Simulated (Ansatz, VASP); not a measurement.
**Two plane-wave programs on Si**

File POSCAR:

```
Si
1.0
    0.0000000000      2.7350000000      2.7350000000
    2.7350000000      0.0000000000      2.7350000000
    2.7350000000      2.7350000000      0.0000000000
Si
2
Direct
    0.0063329097      0.0063329097      0.0063329097
    0.2500000000      0.2500000000      0.2500000000
```

INCAR.step1

```
ALGO = Normal ; EDIFF = 1E-5
ENCUT = 520 ; GGA = PE
ISIF = 2 ; ISMEAR = -1
LASPH = T ; LCHARG = F
LREAL = F ; LWAVE = T
NBANDS = 11 ; NELM = 60
PREC = Accurate ; SIGMA = 0.05
```

INCAR.step2

```
ALGO = Normal ; EDIFF = 1E-6
ENCUT = 520 ; GGA = PE
HFSCREEN = 0.2079 ; ISIF = 2
ISMEAR = -1 ; ISTART = 1
LASPH = T ; LCHARG = F
LHFCALC = T ; LREAL = F
LWAVE = F ; NBANDS = 11
NELM = 60 ; PREC = Accurate
PRECFOCK = Normal ; SIGMA = 0.05
```

File KPOINTS:

```
k-points
0
Gamma
  4 4 4
```

Input for Ansatz:

```yaml
crystal:
  lattice:
    - [0.0, 2.735, 2.735]
    - [2.735, 0.0, 2.735]
    - [2.735, 2.735, 0.0]
  atoms:
    - { symbol: Si, position: [0.0063329097, 0.0063329097, 0.0063329097] }
    - { symbol: Si, position: [0.25, 0.25, 0.25] }
kpoints:
  mp_grid: { grid: [4, 4, 4] }
hamiltonian:
  xc: hse06
  pseudopotentials: { kind: paw }
scf:
  occupations: { method: fermi_dirac, width: 0.05 }
output:
  forces: true
  stress: true
  eigenvalues: true
basis:
  ecutwfc: 480
```

Alike in both runs: task single point; functional HSE06; k mesh 4 × 4 × 4; occupations fermi-dirac, width 0.05 eV; no spin polarisation.

|  | VASP | Ansatz |
| --- | --- | --- |
| version | VASP 6.6.1 | Ansatz 0.2.0 development build |
| potentials or method | VASP PAW PBE potentials, release 64 (Si), cutoff 520 eV | plane waves, PAW datasets (generated soft set 1) |
| valence electrons in the cell | 8 | 8 |

|  | VASP | Ansatz | Ansatz less VASP |
| --- | --- | --- | --- |
| gap on the k mesh at the Fermi level (eV) | 1.08 | 1.07 | -0.012 |
| rms of the force components (eV/Å) | 0.542 | 0.543 | +0.0020 |

Atom by atom the forces differ by 0.002 eV/Å (rms over components). With one functional, cell and mesh, what is left measures potentials, basis and numerics. Ansatz's warnings: stress exchange threshold loose, stress scf threshold loose.

The k mesh is coarse, so the values compare programs but aren't converged.
